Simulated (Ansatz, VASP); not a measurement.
One calculation of Pb, two programs

```
Pb
1.0
     0.00000    2.49464    2.49464
     2.49464    0.00000    2.49464
     2.49464    2.49464    0.00000
Pb
1
Direct
  0.00000 0.00000 0.00000
```

Alike in both runs: task single point; functional r2SCAN; k mesh 11 × 11 × 11; occupations fermi-dirac, width 0.03 eV; no spin polarisation.

|  | VASP | Ansatz |
| --- | --- | --- |
| version | VASP 6.6.1 | Ansatz 0.2.0 |
| potentials or method | VASP PAW PBE potentials, release 64 (Pb_d), cutoff 520 eV | plane waves (500 eV) with PAW, scalar-relativistic |
| valence electrons in the cell | 14 | 14 |

|  | VASP | Ansatz | Ansatz less VASP |
| --- | --- | --- | --- |
| pressure (GPa) | 0.0 | 0.0 | +0.01 |

VASP's potentials were made for PBE, not for r2SCAN.

Spin-orbit coupling is off throughout.
